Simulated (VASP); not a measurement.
Here is a VASP 6.6.1 calculation.

File INCAR:

```
PREC = Accurate
ENCUT = 520
EDIFF = 1E-6
ISMEAR = -1
SIGMA = 0.05
LREAL = Auto
LASPH = True
NELM = 60
ALGO = Normal
ISIF = 2
LWAVE = False
LCHARG = True
GGA = PE
LELF = True
LVHAR = True
NBANDS = 163
```

File KPOINTS:

```
Automatic mesh
0
Gamma
  1 1 1
```

Contents of POSCAR:

```
Si62C
1.0
   10.8600000000      0.0000000000      0.0000000000
    0.0000000000     10.8600000000      0.0000000000
    0.0000000000      0.0000000000     10.8600000000
Si C
62 1
Direct
    0.4997507366     -0.0000023941      0.0008369245
    0.6151400552      0.1243843462      0.1344443831
    0.7452890424      0.2465290976      0.0053115101
    0.8727766114      0.3748777164      0.1253605893
    0.7432139963     -0.0003068140      0.2570723757
    0.8738867403      0.1249422652      0.3752842541
   -0.0004718232      0.0005486188      0.0001508287
    0.1255675875      0.1257876611      0.1260483425
    0.2484307551      0.2511387661     -0.0007564457
    0.3738799263      0.3741646409      0.1258549724
    0.4990938306      0.5003260589      0.0000364641
    0.6248566298      0.6249742173      0.1297154696
    0.7514983425      0.7482283610      0.0050702578
    0.8745811234      0.8749600368      0.1297820442
    0.2622480663      0.0263190608      0.2628035912
    0.4732275322      0.2375271639      0.2626461326
    0.6150991713      0.3659745856      0.3757372007
    0.7452626151      0.4950707182      0.2536097606
    0.8743000921      0.6254139963      0.3740109576
    0.6234427256      0.1102395948      0.6236186924
    0.7439599448      0.2441095764      0.5002373849
    0.8750900552      0.3707703499      0.6255383978
    0.7512380295     -0.0049554328      0.7516278085
    0.8744780847      0.1262451197      0.8750499079
   -0.0002252302      0.5000319521      0.0002526703
    0.1248914365      0.6269689687      0.1253523020
    0.2531809392      0.7544699816      0.0051600368
    0.3753518416      0.8846373849      0.1342674954
   -0.0011273481      0.2512204420      0.2488758748
    0.1252828729      0.3742593923      0.3744202578
    0.2483792818      0.5006504604      0.2488088398
    0.3747434622      0.6256670350      0.3751006446
    0.4998203499      0.7560922652      0.2566510129
    0.6212977901      0.8778097606      0.3920934622
    0.0002854512     -0.0000226519      0.5002639042
    0.1338812155      0.1244143646      0.6155468692
    0.2621149171      0.2376249540      0.4737006446
    0.3753020258      0.3658498158      0.6156081952
    0.4997237569      0.4993899632      0.5002607735
    0.6270896869      0.6199861878      0.6275790976
    0.7507500000      0.7487674033      0.5049902394
    0.8796302947      0.8726056169      0.6274146409
    0.2563477901     -0.0003085635      0.7436829650
    0.3747402394      0.1247790976      0.8742876611
    0.4998592081      0.2438482505      0.7442989871
    0.6249587477      0.3707500000      0.8755260589
    0.7516795580      0.4951820442      0.7521741252
    0.8754683241      0.6243606814      0.8760415285
    0.0046854512      0.7544469613      0.2536229282
    0.1337245856      0.8845209945      0.3758458564
   -0.0005112339      0.5003740331      0.4996569061
    0.1290484346      0.6248785451      0.6254626151
    0.2558965930      0.7557473297      0.5002462247
    0.3908883057      0.8769525783      0.6222341621
    0.0048365562      0.2464903315      0.7458244936
    0.1248778085      0.3748780847      0.8732829650
    0.2531893186      0.4949469613      0.7457203499
    0.3735316759      0.6253058011      0.8748469613
    0.5045777164      0.7486742173      0.7513761510
    0.6269977901      0.8727636280      0.8801120626
    0.0045381215      0.7482157459      0.7521026703
    0.1291868324      0.8749495396      0.8752660221
    0.3399512891      0.1597398711      0.3405226519
```

Potentials or basis: VASP PAW PBE potentials, release 64 (Si, C).

Launch:

```bash
$ cat potpaw_PBE.64/Si/POTCAR potpaw_PBE.64/C/POTCAR > POTCAR
$ mpirun -np 1 vasp_gam > vasp.out
```

(1) What does it give for the largest force?

(2) What does it give for the pressure?

Answers

(1) 0.038 eV/Å.

(2) 0.7 GPa.

Caveat: the k points lie up to 0.58 Å⁻¹ apart.
